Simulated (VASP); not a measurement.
A run of VASP 6.6.1:

File INCAR:

```
SYSTEM = NbTe3
PREC = Accurate ; ENCUT = 520
EDIFF = 1E-6 ; ISMEAR = 0
SIGMA = 0.1 ; LREAL = .False.
LASPH = .True. ; NELM = 60
ALGO = Fast ; ISIF = 2
LWAVE = .False. ; LCHARG = .False.
GGA = PE ; NBANDS = 41
```

KPOINTS

```
regular mesh
0
Gamma
  6 6 12
  0 0 0
```

POSCAR

```
NbTe3
1.0
    9.9058077254      0.0000000000      0.0000000000
   -4.9529038627      8.5786811352      0.0000000000
    0.0000000000      0.0000000000      3.4303253911
Nb Te
2 6
Direct
    0.3333333333      0.6666666667      0.2500000000
    0.6666666667      0.3333333333      0.7500000000
    0.7937462523      0.5874925045      0.2500000000
    0.2062537477      0.7937462523      0.7500000000
    0.4125074955      0.2062537477      0.2500000000
    0.2062537477      0.4125074955      0.7500000000
    0.7937462523      0.2062537477      0.2500000000
    0.5874925045      0.7937462523      0.7500000000
```

Potentials or basis: VASP PAW PBE potentials, release 64 (Nb_sv, Te).

Command:

```console
$ cat potpaw_PBE.64/Nb_sv/POTCAR potpaw_PBE.64/Te/POTCAR > POTCAR
$ mpirun -np 1 vasp_std > vasp.out
```

Hardware: 1 thread of Oxide Virtual Turin-like Processor, with other jobs on the host.

Task: Estimate the wall time of this run.

Result: It took 30 min on 1 thread of Oxide Virtual Turin-like Processor, on a shared host, peak memory 0.71 GiB. Counts: scf iterations 24, k points 49.
